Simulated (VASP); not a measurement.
Crystal: AlN.

```
CELL_PARAMETERS angstrom
3.31212 0.00000 0.00000
-1.65606 2.86838 0.00000
0.00000 0.00000 4.18756
ATOMIC_POSITIONS crystal
Al 0.33333 0.66667 0.75000
Al 0.66667 0.33333 0.25000
N 0.33333 0.66667 0.25000
N 0.66667 0.33333 0.75000
```

- Program: VASP 6.6.1
- Task: relaxation of cell and atoms
- Functional: PBEsol
- Potentials or basis: VASP PAW PBE potentials, release 64 (Al, N)
- Cutoff: 600 eV
- k mesh: 9 × 9 × 6
- Occupations: gaussian, width 0.02 eV
- Spin: no spin polarisation

At the start: pressure -3.7 GPa; volume 9.95 Å³/atom.

Q: How do energy, volume and symmetry change on relaxing?

A: Over 8 steps the energy falls by 2.3 meV/atom and the volume is 9.76 Å³/atom (-1.8 %); space group P6_3/mmc (No. 194, to 0.05 Å).

The path:
| step | energy change (eV) | largest force (eV/Å) | pressure (GPa) | volume (Å³) |
| --- | --- | --- | --- | --- |
| 1 | 0.0000 | 0.0000 | -3.71 | 39.78 |
| 2 | -0.0021 | 0.0000 | 3.49 | 38.47 |
| 3 | -0.0084 | 0.0000 | 0.05 | 39.08 |
| 4 | -0.0084 | 0.0000 | 0.13 | 39.06 |
| 5 | -0.0090 | 0.0000 | 0.11 | 39.05 |
| 6 | -0.0091 | 0.0000 | 0.10 | 39.04 |
| 7 | -0.0091 | 0.0000 | -0.11 | 39.07 |
| 8 | -0.0091 | 0.0000 | 0.00 | 39.05 |

Final structure:
```yaml
crystal:
  lattice:
    - [3.30088, 0.00000, 0.00000]
    - [-1.65044, 2.85865, 0.00000]
    - [0.00000, 0.00000, 4.13869]
  atoms:
    - { symbol: Al, position: [0.33333, 0.66667, 0.75000] }
    - { symbol: Al, position: [0.66667, 0.33333, 0.25000] }
    - { symbol: N, position: [0.33333, 0.66667, 0.25000] }
    - { symbol: N, position: [0.66667, 0.33333, 0.75000] }
```

Caveat: the PAW data sets were made with another functional, which shifts forces and pressure a little.
